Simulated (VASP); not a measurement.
Rh:

```xyz
8
Lattice="4.7916 0.0000 0.0000 0.0000 4.7916 0.0000 0.0000 0.0000 4.7916" Properties=species:S:1:pos:R:3 pbc="T T T"
Rh    0.0000    0.0000    0.0000
Rh    2.3958    2.3958    2.3958
Rh    1.1979    0.0000    2.3958
Rh    3.5937    0.0000    2.3958
Rh    2.3958    1.1979    0.0000
Rh    2.3958    3.5937    0.0000
Rh    0.0000    2.3958    1.1979
Rh    0.0000    2.3958    3.5937
```

| Quantity | Value |
| --- | --- |
| Program | VASP 6.6.1 |
| Task | relaxation of cell and atoms |
| Functional | BLYP |
| Potentials or basis | VASP PAW PBE potentials, release 64 (Rh_pv) |
| Cutoff | 600 eV |
| k mesh | 6 × 6 × 6 |
| Occupations | fermi-dirac, width 0.1 eV |
| Spin | no spin polarisation |

At the start: pressure 30.1 GPa; volume 13.75 Å³/atom.

How do energy, volume and symmetry change on relaxing?

Over 7 steps the energy falls by 140.1 meV/atom and the volume is 15.42 Å³/atom (+12.1 %); space group Pm-3n (No. 223, to 0.1 Å) before and after.

Step by step:
```tsv
step	energy change (eV)	largest force (eV/Å)	pressure (GPa)	volume (Å³)
1	0.0000	0.0000	30.13	110.01
2	2.0979	0.0000	-24.10	156.54
3	-1.1138	0.0000	-1.86	124.64
4	-1.1205	0.0000	-0.33	123.64
5	-1.1207	0.0000	0.11	123.36
6	-1.1207	0.0000	0.11	123.36
7	-1.1207	0.0000	0.10	123.36
```

Final structure:
```
CELL_PARAMETERS angstrom
4.97809 0.00000 0.00000
0.00000 4.97809 0.00000
0.00000 0.00000 4.97809
ATOMIC_POSITIONS crystal
Rh 0.00000 0.00000 0.00000
Rh 0.50000 0.50000 0.50000
Rh 0.25000 0.00000 0.50000
Rh 0.75000 0.00000 0.50000
Rh 0.50000 0.25000 0.00000
Rh 0.50000 0.75000 0.00000
Rh 0.00000 0.50000 0.25000
Rh 0.00000 0.50000 0.75000
```

Caveat: the PAW data sets were made with another functional, which shifts forces and pressure a little.
